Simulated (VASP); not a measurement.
Input of a VASP 6.6.1 run:

File INCAR:

```
SYSTEM = Al2Cu
PREC = Accurate ; ENCUT = 520
EDIFF = 1E-6 ; ISMEAR = 0
SIGMA = 0.1 ; LREAL = .False.
LASPH = .True. ; NELM = 80
ALGO = Normal ; ISIF = 2
LWAVE = .False. ; LCHARG = .False.
GGA = PE ; NBANDS = 16
```

KPOINTS

```
Automatic mesh
0
Gamma
  12 12 14
  0 0 0
```

The input POSCAR:

```
Al2Cu
1.0
    4.5176711230      0.0000000000      0.0000000000
   -2.2588355615      3.9124179584      0.0000000000
    0.0000000000      0.0000000000      2.6625704387
Al Cu
2 1
Direct
    0.3333333333      0.6666666667      0.5000000000
    0.6666666667      0.3333333333      0.5000000000
    0.0000000000      0.0000000000      0.0000000000
```

Potentials or basis: VASP PAW PBE potentials, release 64 (Al, Cu).

The run is started by

```sh
$ cat potpaw_PBE.64/Al/POTCAR potpaw_PBE.64/Cu/POTCAR > POTCAR
$ mpirun -np 1 vasp_std > vasp.out
```

(1) Estimate the pressure.

## Answers

(1) 0.1 GPa.
